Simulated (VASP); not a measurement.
# Te (P3_121) in VASP: a series of runs, part 2 of 2

VASP 6.6.1. The steps go on from the part before.

**4. Single point, r2SCAN**

POSCAR reads:

```
Te
1.0
    4.6324895870      0.0000000000      0.0000000000
   -2.3162447935      4.0118536651      0.0000000000
    0.0000000000      0.0000000000      5.8869033494
Te
3
Direct
    0.2535874851      0.0000000000      0.3333333333
    1.0000000000      0.2535874851      0.6666666667
    0.7464125149      0.7464125149      0.0000000000
```

INCAR.step1 reads:

```
SYSTEM = Te
PREC     = Accurate       ! precision mode
ENCUT    = 550            ! plane-wave cutoff, eV
ISMEAR   = 0              ! smearing method
SIGMA    = 0.1            ! smearing width, eV
LREAL    = .False.        ! projectors in reciprocal space
LASPH    = .True.         ! aspherical terms in the spheres
NELM     = 120            ! most SCF steps
NBANDS   = 16             ! bands
GGA      = PE             ! functional
ALGO     = Normal         ! electronic algorithm
EDIFF    = 1E-5           ! SCF threshold, eV
LWAVE    = .True.         ! write WAVECAR
LCHARG   = .False.        ! write CHGCAR
GGA_COMPAT= .False.
```

INCAR.step2 reads:

```
SYSTEM = Te
PREC     = Accurate       ! precision mode
ENCUT    = 550            ! plane-wave cutoff, eV
EDIFF    = 1E-6           ! SCF threshold, eV
ISMEAR   = 0              ! smearing method
SIGMA    = 0.1            ! smearing width, eV
LREAL    = .False.        ! projectors in reciprocal space
LASPH    = .True.         ! aspherical terms in the spheres
NELM     = 120            ! most SCF steps
ALGO     = Normal         ! electronic algorithm
ISIF     = 2              ! what is computed and relaxed
LWAVE    = .False.        ! write WAVECAR
LCHARG   = .False.        ! write CHGCAR
METAGGA  = R2SCAN         ! meta-GGA
LMIXTAU  = .True.       
NBANDS   = 16             ! bands
ISTART   = 1            
GGA_COMPAT= .False.
```

KPOINTS reads:

```
regular mesh
0
Gamma
  8 8 6
  0 0 0
```

Potentials or basis: VASP PAW PBE potentials, release 64 (Te).

Command:

```
cat potpaw_PBE.64/Te/POTCAR > POTCAR
cp INCAR.step1 INCAR
mpirun -np 1 vasp_std > vasp.out
cp INCAR.step2 INCAR
mpirun -np 1 vasp_std > vasp.out
```

OUTCAR:

```text
SYSTEM = Te
   PREC = Accurate
   ENCUT = 550
   EDIFF = 1E-6
   ISMEAR = 0
   LREAL = .False.
   LASPH = .True.
   NELM = 120
   ISIF = 2
   METAGGA = R2SCAN
   ISTART = 1

 ion  position               nearest neighbor table
   1  0.254  0.000  0.333-   3 2.83   2 2.83   3 3.62   3 3.62   2 3.62   2 3.62
   2  0.000  0.254  0.667-   3 2.83   1 2.83   3 3.62   3 3.62   1 3.62   1 3.62
   3  0.746  0.746  0.000-   2 2.83   1 2.83   1 3.62   2 3.62   2 3.62   1 3.62

  LATTYP: Found a hexagonal cell.
 ALAT       =     4.6324895870
 C/A-ratio  =     1.2707860944

  Lattice vectors:

 A1 = (   4.6324895870,   0.0000000000,   0.0000000000)
 A2 = (  -2.3162447935,   4.0118536651,   0.0000000000)
 A3 = (   0.0000000000,   0.0000000000,   5.8869033494)

Analysis of symmetry for initial positions (statically):
=====================================================================
 Subroutine PRICEL returns:
 Original cell was already a primitive cell.

 Routine SETGRP: Setting up the symmetry group for a
 hexagonal supercell.

 Subroutine GETGRP returns: Found  6 space group operations
 (whereof  2 operations were pure point group operations)
 out of a pool of 24 trial point group operations.

The static configuration has the point symmetry C_2 .
 The point group associated with its full space group is D_3 .

Analysis of symmetry for dynamics (positions and initial velocities):
=====================================================================
 Subroutine PRICEL returns:
 Original cell was already a primitive cell.

 Routine SETGRP: Setting up the symmetry group for a
 hexagonal supercell.

 Subroutine GETGRP returns: Found  6 space group operations
 (whereof  2 operations were pure point group operations)
 out of a pool of 24 trial point group operations.

The dynamic configuration has the point symmetry C_2 .
 The point group associated with its full space group is D_3 .

 Subroutine INISYM returns: Found  6 space group operations
[... 120 lines left out ...]
  volume/ion in A,a.u.               =      36.47       246.11
  Fermi-wavevector in a.u.,A,eV,Ry     =   0.897050  1.695179 10.948601  0.804699
  Thomas-Fermi vector in A             =   2.019586
   LORBIT       =      0    0 simple, 1 ext, 2 COOP (PROOUT), +10 PAW based schemes
   METAGGA = R2SCAN    functional components
   LHFCALC =     F    Hartree Fock is set to
   AEXX    =    0.0000 exact exchange contribution
   IVDW    =     0    specifies the selected vdW correction
   LEPSILON=     F    determine dielectric tensor
   LRPA    =     F    only Hartree local field effects (RPA)
 non-spin polarized calculation
 Gauss-broadening in eV      SIGMA  =   0.10
  energy-cutoff  :      550.00
  volume of cell :      109.41
 maximum number of plane-waves:      3250
 NGX is ok and might be reduce to    36
   NGX = 17   NGY = 17   NGZ = 23

 number of electron      17.9999999 magnetization

 Free energy of the ion-electron system (eV)
  ---------------------------------------------------
  ext. energy  EPLUGINS =         0.00000000
  ---------------------------------------------------
  free energy    TOTEN  =       -76.24684855 eV

  energy without entropy =      -76.24684855  energy(sigma->0) =      -76.24684855

 E-fermi :   5.3010     XC(G=0):  -9.1239

 val. band max:        4.9119327018   @ k =   0.3750   0.2500   0.5000
 cond. band min:       5.6898982043   @ k =   0.0000   0.0000   0.5000
 fundamental gap:      0.7779655025
 Fermi energy:         5.3009817626

 k-point     1 :       0.0000    0.0000    0.0000
  band No.  band energies     occupation
      1      -8.9571      2.00000
      2      -5.5364      2.00000
      3      -5.5364      2.00000
      4       1.6820      2.00000
      5       1.9066      2.00000
      6       1.9066      2.00000
[... 433 lines left out ...]
      3      -5.2952      2.00000
      4       0.0428      2.00000
      5       0.5274      2.00000
      6       1.6287      2.00000
[... 8 lines left out ...]
     15      12.8218      0.00000
     16      13.3310      0.00000

 [... further k-points ...]

------------------------ aborting loop because EDIFF is reached ----------------------------------------

  FORCE on cell =-STRESS in cart. coord.  units (eV):
  Direction    XX          YY          ZZ          XY          YZ          ZX
  --------------------------------------------------------------------------------------
  -------------------------------------------------------------------------------------
  Total       -0.0129400     -0.0129400      0.0912362     -0.0000000      0.0000000      0.0000000
  in kB       -0.1894952     -0.1894952      1.3360769     -0.0000000      0.0000000      0.0000000
  external PRESSURE =       0.3190288 kB  Pullay stress =       0.0000000 kB

 VOLUME and BASIS-vectors are now :
 -----------------------------------------------------------------------------
  energy-cutoff  :      550.00
  volume of cell :      109.41
      direct lattice vectors                 reciprocal lattice vectors
     4.632489587  0.000000000  0.000000000     0.215866648  0.124630667  0.000000000
    -2.316244794  4.011853665  0.000000000     0.000000000  0.249261335  0.000000000
     0.000000000  0.000000000  5.886903349     0.000000000  0.000000000  0.169868595

 POSITION                                       TOTAL-FORCE (eV/Angst)
 -----------------------------------------------------------------------------------
      1.17474      0.00000      1.96230         0.019327      0.000000      0.000000
     -0.58737      1.01736      3.92460        -0.009663      0.016738     -0.000000
      1.72887      2.99450      0.00000        -0.009663     -0.016738     -0.000000
 -----------------------------------------------------------------------------------
    total drift:                               -0.000000     -0.000000      0.000000

  FREE ENERGIE OF THE ION-ELECTRON SYSTEM (eV)
  ---------------------------------------------------
  free  energy   TOTEN  =       -76.2468485512 eV

  energy  without entropy=      -76.2468485507  energy(sigma->0) =      -76.24684855
```

It took 8.8 min on 1 thread of Intel Xeon 8259CL, shared host; peak memory 0.29 GiB.

Results:

| Quantity | Value |
| --- | --- |
| Free energy | -76.2468 eV |
| Pressure | 0.0 GPa |
| Largest force | 0.019 eV/Å |
| Band gap on the k mesh | 0.78 eV |

Forces in eV/Å, atoms in the order of the input:
```
Te   0.019  0.000  0.000
Te  -0.010  0.017  0.000
Te  -0.010 -0.017  0.000
```

Caveat: the PAW data sets were made with another functional, which shifts forces and pressure a little; spin-orbit coupling is left out, which moves the levels of the heavy elements. A k mesh can miss the band edges.

**5. Single point, r2SCAN**

POSCAR is that of step 4.

INCAR.step1 reads:

```
SYSTEM = Te
PREC = Accurate
ENCUT = 550
ISMEAR = 0
SIGMA = 0.2
LREAL = .FALSE.
LASPH = .TRUE.
NELM = 120
NBANDS = 16
GGA = PE
ALGO = Normal
EDIFF = 1E-5
LWAVE = .TRUE.
LCHARG = .FALSE.
GGA_COMPAT = .FALSE.
```

INCAR.step2 reads:

```
SYSTEM = Te
PREC = Accurate
ENCUT = 550
EDIFF = 1E-6
ISMEAR = 0
SIGMA = 0.2
LREAL = .FALSE.
LASPH = .TRUE.
NELM = 120
ALGO = Normal
ISIF = 2
LWAVE = .FALSE.
LCHARG = .TRUE.
METAGGA = R2SCAN
LMIXTAU = .TRUE.
LELF = .TRUE.
LVHAR = .TRUE.
NBANDS = 16
ISTART = 1
GGA_COMPAT = .FALSE.
```

KPOINTS reads:

```
Automatic mesh
0
G
  8 8 6
  0 0 0
```

Command:

```
cat potpaw_PBE.64/Te/POTCAR > POTCAR
cp INCAR.step1 INCAR
mpirun -np 1 vasp_std > vasp.out
cp INCAR.step2 INCAR
mpirun -np 1 vasp_std > vasp.out
```

It took 8.1 min on 1 thread of Intel Xeon 8259CL, shared host; peak memory 0.29 GiB.

The run converged. Its results:

```
Free energy            : -76.2469 eV
Pressure               : 0.0 GPa
Largest force          : 0.019 eV/Å
Band gap on the k mesh : 0.78 eV
```

Forces in eV/Å, atoms in the order of the input:
```
Te   0.019  0.000  0.000
Te  -0.010  0.017  0.000
Te  -0.010 -0.017  0.000
```

Stress tensor (GPa, compression positive):
```
-0.02  0.00  0.00
 0.00 -0.02  0.00
 0.00  0.00  0.13
```

Levels at points of the mesh, in eV from the valence-band top:
```
           k point  band 7  band 8  band 9  band 10  band 11  band 12
(0.00, 0.00, 0.00)   -1.69   -1.69   -0.66     1.24     1.24     1.74
(0.50, 0.00, 0.00)   -3.12   -1.25   -0.92     1.29     1.45     3.76
(0.00, 0.00, 0.50)   -1.36   -1.23   -1.23     0.78     0.87     0.87
(0.50, 0.00, 0.50)   -2.18   -1.80   -0.10     1.18     2.16     2.62
```

Caveat: the PAW data sets were made with another functional, which shifts forces and pressure a little; spin-orbit coupling is left out, which moves the levels of the heavy elements.

**6. Single point, r2SCAN**

POSCAR is that of step 5.

INCAR.step1 reads:

```
PREC = Accurate ; ENCUT = 550
ISMEAR = 0 ; SIGMA = 0.3
LREAL = F ; LASPH = T
NELM = 120 ; NBANDS = 16
GGA = PE ; ALGO = Normal
EDIFF = 1E-5 ; LWAVE = T
LCHARG = F ; GGA_COMPAT = F
```

INCAR.step2 reads:

```
PREC = Accurate ; ENCUT = 550
EDIFF = 1E-6 ; ISMEAR = 0
SIGMA = 0.3 ; LREAL = F
LASPH = T ; NELM = 120
ALGO = Normal ; ISIF = 2
LWAVE = F ; LCHARG = F
METAGGA = R2SCAN ; LMIXTAU = T
NBANDS = 16 ; ISTART = 1
GGA_COMPAT = F
```

KPOINTS reads:

```
Automatic mesh
0
Gamma
  8 8 6
```

Potentials or basis: VASP PAW PBE potentials, release 64 (Te).

Command:

```
cat potpaw_PBE.64/Te/POTCAR > POTCAR
cp INCAR.step1 INCAR
mpirun -np 1 vasp_std > vasp.out
cp INCAR.step2 INCAR
mpirun -np 1 vasp_std > vasp.out
```

Wall time 8.5 min (1 thread of Intel Xeon 8259CL, shared host); peak memory 0.29 GiB.

The run converged. Its results:

```yaml
Free_energy: -76.2471 eV
Pressure: 0.0 GPa
Largest_force: 0.020 eV/Å
Band_gap_on_the_k_mesh: 0.78 eV
```

Forces on the atoms (eV/Å):
```
Te   0.020  0.000  0.000
Te  -0.010  0.018  0.000
Te  -0.010 -0.018  0.000
```

Stress tensor (GPa, compression positive):
```
-0.02  0.00  0.00
 0.00 -0.02  0.00
 0.00  0.00  0.14
```

Levels at points of the mesh, in eV from the valence-band top:
```csv
k point,band 5,band 6,band 7,band 8,band 9,band 10,band 11,band 12,band 13,band 14
"(0.00, 0.00, 0.00)",-3.01,-3.01,-1.69,-1.69,-0.66,1.24,1.24,1.74,5.44,5.44
"(0.50, 0.00, 0.00)",-4.34,-3.41,-3.12,-1.25,-0.92,1.29,1.45,3.76,3.84,7.37
"(0.00, 0.00, 0.50)",-2.79,-2.79,-1.36,-1.23,-1.23,0.78,0.87,0.87,4.77,5.84
"(0.50, 0.00, 0.50)",-3.81,-3.68,-2.18,-1.80,-0.10,1.18,2.16,2.62,5.14,6.13
```

Caveat: the PAW data sets were made with another functional, which shifts forces and pressure a little; spin-orbit coupling is left out, which moves the levels of the heavy elements. A k mesh can miss the band edges.

**7. Summary**

```tsv
smearing	gap on the mesh (eV)	pressure (GPa)	largest force (eV/Å)
fermi-dirac 1 eV	0.78	4.8	1.04
gaussian 0.03 eV	0.78	0.0	0.02
gaussian 0.1 eV	0.78	0.0	0.02
gaussian 0.2 eV	0.78	0.0	0.02
gaussian 0.3 eV	0.78	0.0	0.02
```

Alike in all rows: task single point; level r2SCAN; potentials or basis VASP PAW PBE potentials, release 64 (Te); no spin polarisation; cell as given; k mesh 8 × 8 × 6; cutoff (eV) 550.

Caveats: the PAW data sets were made with another functional, which shifts forces and pressure a little; spin-orbit coupling is left out, which moves the levels of the heavy elements; the cell stands under pressure (at least some runs).

Absolute energies hang on the potentials; compare differences alone.
